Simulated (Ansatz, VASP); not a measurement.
# Two plane-wave programs on Sr3Al2Tl2

```
Tl Al Sr
1.0
     0.00000    0.00000    5.00317
     4.51844    0.00000    0.00000
     2.25922   10.01596   -2.50159
Tl Al Sr
2 2 3
Direct
  0.35840 0.64160 0.71680
  0.64160 0.35840 0.28320
  0.43510 0.06490 0.87020
  0.56490 0.93510 0.12980
  0.00000 0.50000 0.00000
  0.18320 0.81680 0.36640
  0.81680 0.18320 0.63360
```

Alike in both runs: task single point; functional PBE; k mesh 4 × 4 × 4; occupations methfessel-paxton of order 1, width 0.15 eV; no spin polarisation.

|  | VASP | Ansatz |
| --- | --- | --- |
| version | VASP 6.6.1 | Ansatz 0.2.0 |
| potentials or method | VASP PAW PBE potentials, release 64 (Tl_d, Al, Sr_sv), cutoff 520 eV | PAW plane waves |
| valence electrons in the cell | 62 | 62 |

Ansatz gave:

* gap on the k mesh at the Fermi level (eV): none
* pressure (GPa): 1.0
* traceless stress, the component that is largest in VASP (GPa): -0.69
* rms of the force components (eV/Å): 0.193

Q: What did VASP give for the same quantities?

A: gap on the k mesh at the Fermi level (eV): none; pressure (GPa): 1.0; traceless stress, the component that is largest in VASP (GPa): -0.67; rms of the force components (eV/Å): 0.192.

Atom by atom the forces differ by 0.002 eV/Å (rms over components). A gap of «none» marks a metal or a gap that the smearing closes.

Neither program's run includes spin-orbit coupling.
